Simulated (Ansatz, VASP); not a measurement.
NaMg2Si2 in VASP and in Ansatz

```
Na Mg Si
1.0
     3.62971    0.00000    0.00000
     0.00000    3.62971    0.00000
     0.00000    0.00000    6.65933
Na Mg Si
1 2 2
Direct
  0.00000 0.00000 0.50000
  0.00000 0.00000 0.83056
  0.00000 0.00000 0.16944
  0.50000 0.50000 0.86492
  0.50000 0.50000 0.13508
```

Alike in both runs: task relaxation of cell and atoms; functional PBE; k mesh 6 × 6 × 4; occupations gaussian, width 0.1 eV; no spin polarisation.

```csv
,VASP,Ansatz
version,VASP 6.6.1,Ansatz 0.2.0
potentials or method,"VASP PAW PBE potentials, release 64 (Na_pv, Mg, Si), cutoff 600 eV","scalar-relativistic, plane waves, PAW"
valence electrons in the cell,19,37
```

```csv
,VASP,Ansatz,Ansatz less VASP
"gap on the k mesh at the Fermi level, each at its own relaxed structure (eV)",none,none,-
relaxed volume (Å³/atom),20.40,28.42,+8.029
relaxed length of the cell vector where the two differ most in proportion (Å),3.016,3.804,+0.7874
```

A gap of «none» marks a metal or a gap that the smearing closes. One of these differences is far larger than is usual between the two programs; its cause wasn't traced. VASP's potentials hold 19 valence electrons a cell and Ansatz's 37, so a difference there can come from the potentials and not from the codes.

Noted on VASP's run: the volume moved by over 15 % at a fixed basis, so the end points are rough.
